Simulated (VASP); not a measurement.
# SrTiO3 (Pm-3m) in VASP: notebook, part 2 of 2

VASP 6.6.1.

## Step 4: Single point, PBE+U

This run uses another cell than the first one, of 12.30 Å³/atom.

The input, INCAR:

```
PREC = Accurate
ENCUT = 910
EDIFF = 1E-6
ISMEAR = 0
SIGMA = 0.02
LREAL = False
LASPH = True
NELM = 200
ALGO = Normal
ISIF = 2
LWAVE = False
LCHARG = False
LMAXMIX = 4
LDAU = True
LDAUTYPE = 2
LDAUL = -1 2 -1
LDAUU = 0 4 0
LDAUJ = 0 0 0
LDAUPRINT = 1
GGA = PE
NBANDS = 28
GGA_COMPAT = False
```

The input, KPOINTS:

```
Automatic mesh
0
Gamma
  8 8 8
```

The input, POSCAR:

```
SrTiO3
1.0
    3.9471298222      0.0000000000      0.0000000000
    0.0000000000      3.9471298222      0.0000000000
    0.0000000000      0.0000000000      3.9471298222
Sr Ti O
1 1 3
Direct
    0.0000000000      0.0000000000      0.0000000000
    0.5000000000      0.5000000000      0.5000000000
    0.5000000000      0.0000000000      0.5000000000
    0.5000000000      0.5000000000      0.0000000000
    0.0000000000      0.5000000000      0.5000000000
```

Potentials or basis: VASP PAW PBE potentials, release 64 (Sr_sv, Ti_sv, O_h).

The run is started by

```console
$ cat potpaw_PBE.64/Sr_sv/POTCAR potpaw_PBE.64/Ti_sv/POTCAR potpaw_PBE.64/O_h/POTCAR > POTCAR
$ mpirun -np 1 vasp_std > vasp.out
```

OUTCAR:

```text
PREC = Accurate
   ENCUT = 910
   EDIFF = 1E-6
   ISMEAR = 0
   LREAL = False
   LASPH = True
   NELM = 200
   ISIF = 2
   GGA = PE

 ion  position               nearest neighbor table
   1  0.000  0.000  0.000-   3 2.79   4 2.79   5 2.79   3 2.79   5 2.79   4 2.79   5 2.79   5 2.79
                             3 2.79   4 2.79   3 2.79   4 2.79   2 3.42   2 3.42   2 3.42   2 3.42
   2  0.500  0.500  0.500-   3 1.97   4 1.97   5 1.97   4 1.97   3 1.97   5 1.97   1 3.42   1 3.42
                             1 3.42   1 3.42   1 3.42   1 3.42   1 3.42   1 3.42
   3  0.500  0.000  0.500-   2 1.97   2 1.97   1 2.79   1 2.79   1 2.79   1 2.79
   4  0.500  0.500  0.000-   2 1.97   2 1.97   1 2.79   1 2.79   1 2.79   1 2.79
   5  0.000  0.500  0.500-   2 1.97   2 1.97   1 2.79   1 2.79   1 2.79   1 2.79

  LATTYP: Found a simple cubic cell.
 ALAT       =     3.9471298222

  Lattice vectors:

 A1 = (   3.9471298222,   0.0000000000,   0.0000000000)
 A2 = (   0.0000000000,   3.9471298222,   0.0000000000)
 A3 = (   0.0000000000,   0.0000000000,   3.9471298222)

Analysis of symmetry for initial positions (statically):
=====================================================================
 Subroutine PRICEL returns:
 Original cell was already a primitive cell.

 Routine SETGRP: Setting up the symmetry group for a
 simple cubic supercell.

 Subroutine GETGRP returns: Found 48 space group operations
 (whereof 48 operations were pure point group operations)
 out of a pool of 48 trial point group operations.

The static configuration has the point symmetry O_h .

Analysis of symmetry for dynamics (positions and initial velocities):
=====================================================================
 Subroutine PRICEL returns:
 Original cell was already a primitive cell.

 Routine SETGRP: Setting up the symmetry group for a
 simple cubic supercell.

[... 181 lines left out ...]
  o =  0.2477  v =  0.0000  0.0000  0.0000  0.0000  0.0000  0.0000  0.0000  0.9991 -0.0000  0.0419      0.0000  0.0000  0.0000  0.0000  0.0000  0.0000  0.0000  0.0000  0.0000  0.0000
  o =  0.2477  v =  0.0000  0.0000  0.9991 -0.0000  0.0419  0.0000  0.0000  0.0000  0.0000  0.0000      0.0000  0.0000  0.0000  0.0000  0.0000  0.0000  0.0000  0.0000  0.0000  0.0000
  o =  0.2477  v =  0.0000 -0.0000 -0.0419  0.0000  0.9991  0.0000  0.0000  0.0000  0.0000  0.0000      0.0000  0.0000  0.0000  0.0000  0.0000  0.0000  0.0000  0.0000  0.0000  0.0000
  o =  0.2477  v =  0.0000  0.0000  0.0000  0.0000  0.0000  0.0000 -0.0000 -0.0419  0.0000  0.9991      0.0000  0.0000  0.0000  0.0000  0.0000  0.0000  0.0000  0.0000  0.0000  0.0000

 number of electron      40.0000013 magnetization

 Free energy of the ion-electron system (eV)
  ---------------------------------------------------
  ext. energy  EPLUGINS =         0.00000000
  ---------------------------------------------------
  free energy    TOTEN  =       -37.42857002 eV

  energy without entropy =      -37.42857002  energy(sigma->0) =      -37.42857002

 E-fermi :   4.6433     XC(G=0): -11.1139

 val. band max:        4.4114276113   @ k =   0.5000   0.5000   0.5000
 cond. band min:       6.7253013643   @ k =   0.0000   0.0000   0.0000
 fundamental gap:      2.3138737530
 Fermi energy:         4.6432697561

 k-point     1 :       0.0000    0.0000    0.0000
  band No.  band energies     occupation
      1     -53.2343      2.00000
      2     -29.4110      2.00000
      3     -29.4110      2.00000
      4     -29.4110      2.00000
      5     -28.4728      2.00000
      6     -12.9611      2.00000
[... 733 lines left out ...]
     27      12.4993      0.00000
     28      12.9667      0.00000

 [... further k-points ...]

------------------------ aborting loop because EDIFF is reached ----------------------------------------

  FORCE on cell =-STRESS in cart. coord.  units (eV):
  Direction    XX          YY          ZZ          XY          YZ          ZX
  --------------------------------------------------------------------------------------
  -------------------------------------------------------------------------------------
  Total        0.9162083      0.9162083      0.9162083      0.0000000      0.0000000     -0.0000000
  in kB       23.8704471     23.8704471     23.8704471      0.0000000      0.0000000     -0.0000000
  external PRESSURE =      23.8704471 kB  Pullay stress =       0.0000000 kB

 VOLUME and BASIS-vectors are now :
 -----------------------------------------------------------------------------
  energy-cutoff  :      910.00
  volume of cell :       61.50
      direct lattice vectors                 reciprocal lattice vectors
     3.947129822  0.000000000  0.000000000     0.253348647  0.000000000  0.000000000
     0.000000000  3.947129822  0.000000000     0.000000000  0.253348647  0.000000000
     0.000000000  0.000000000  3.947129822     0.000000000  0.000000000  0.253348647

 POSITION                                       TOTAL-FORCE (eV/Angst)
 -----------------------------------------------------------------------------------
      0.00000      0.00000      0.00000         0.000000      0.000000      0.000000
      1.97356      1.97356      1.97356         0.000000      0.000000      0.000000
      1.97356      0.00000      1.97356         0.000000      0.000000      0.000000
      1.97356      1.97356      0.00000         0.000000      0.000000      0.000000
      0.00000      1.97356      1.97356         0.000000      0.000000      0.000000
 -----------------------------------------------------------------------------------
    total drift:                                0.000000      0.000000     -0.000000

  FREE ENERGIE OF THE ION-ELECTRON SYSTEM (eV)
  ---------------------------------------------------
  free  energy   TOTEN  =       -37.4285700179 eV

  energy  without entropy=      -37.4285700179  energy(sigma->0) =      -37.42857002
```

OSZICAR:

```text
N       E                     dE             d eps       ncg     rms          rms(c)
DAV:   1     0.601074120530E+03    0.60107E+03   -0.29253E+04  1960   0.238E+03
DAV:   2     0.648877758774E+02   -0.53619E+03   -0.51238E+03  2036   0.564E+02
DAV:   3    -0.419298413580E+02   -0.10682E+03   -0.10166E+03  2924   0.194E+02
DAV:   4    -0.484695584991E+02   -0.65397E+01   -0.65037E+01  2564   0.485E+01
DAV:   5    -0.487497565447E+02   -0.28020E+00   -0.27994E+00  3120   0.912E+00    0.262E+01
DAV:   6    -0.371354142149E+02    0.11614E+02   -0.54497E+01  2952   0.644E+01    0.137E+01
DAV:   7    -0.374468100516E+02   -0.31140E+00   -0.67744E+00  2636   0.149E+01    0.101E+01
DAV:   8    -0.375409509012E+02   -0.94141E-01   -0.19592E+00  2452   0.130E+01    0.380E+00
DAV:   9    -0.374426681275E+02    0.98283E-01   -0.32684E-01  2376   0.573E+00    0.142E+00
DAV:  10    -0.374360464283E+02    0.66217E-02   -0.17820E-01  2404   0.250E+00    0.862E-01
DAV:  11    -0.374287377647E+02    0.73087E-02   -0.36242E-02  2816   0.175E+00    0.263E-01
DAV:  12    -0.374284899192E+02    0.24785E-03   -0.43032E-03  2376   0.537E-01    0.765E-02
DAV:  13    -0.374286048834E+02   -0.11496E-03   -0.38364E-04  2692   0.145E-01    0.970E-02
DAV:  14    -0.374285735537E+02    0.31330E-04   -0.26407E-04  2568   0.145E-01    0.269E-02
DAV:  15    -0.374285701419E+02    0.34119E-05   -0.33477E-05  2780   0.407E-02    0.764E-03
DAV:  16    -0.374285700179E+02    0.12396E-06   -0.44414E-06  2248   0.134E-02
   1 F= -.37428570E+02 E0= -.37428570E+02  d E =-.289160E-62
```

It took 1.9 min on 1 thread of Intel Xeon Platinum 8259CL at 2.50GHz (Skylake/Cascade Lake), shared host; peak memory 0.33 GiB.

What came out:

```
Free energy            : -37.4286 eV
Pressure               : 2.4 GPa
Band gap on the k mesh : 2.31 eV (least direct gap 2.74 eV)
```

Levels at points of the mesh, in eV from the valence-band top:
| k point | band 16 | band 17 | band 18 | band 19 | band 20 | band 21 | band 22 | band 23 | band 24 | band 25 |
| --- | --- | --- | --- | --- | --- | --- | --- | --- | --- | --- |
| (0.00, 0.00, 0.00) | -1.13 | -1.13 | -0.43 | -0.43 | -0.43 | 2.31 | 2.31 | 2.31 | 4.12 | 4.12 |
| (0.50, 0.00, 0.00) | -2.18 | -2.18 | -1.91 | -0.80 | -0.80 | 2.50 | 4.09 | 4.09 | 4.13 | 6.15 |
| (0.50, 0.50, 0.00) | -2.65 | -1.89 | -1.56 | -1.56 | -0.09 | 4.10 | 4.10 | 4.56 | 5.00 | 7.71 |
| (0.50, 0.50, 0.50) | -3.56 | -3.56 | 0.00 | 0.00 | 0.00 | 4.76 | 4.76 | 4.76 | 6.76 | 6.76 |

Eigenvalues of the final occupation matrices:
```tsv
site	spin	trace	eigenvalues
site 2 d	1	0.80	0.10 0.10 0.10 0.25 0.25
site 2 d	2	0.80	0.10 0.10 0.10 0.25 0.25
```

Caveat: the cutoff is under 1.25 times the usual one of these potentials, so pressure, stress and relaxed cells hold a basis-set (Pulay) error. A k mesh can miss the band edges.
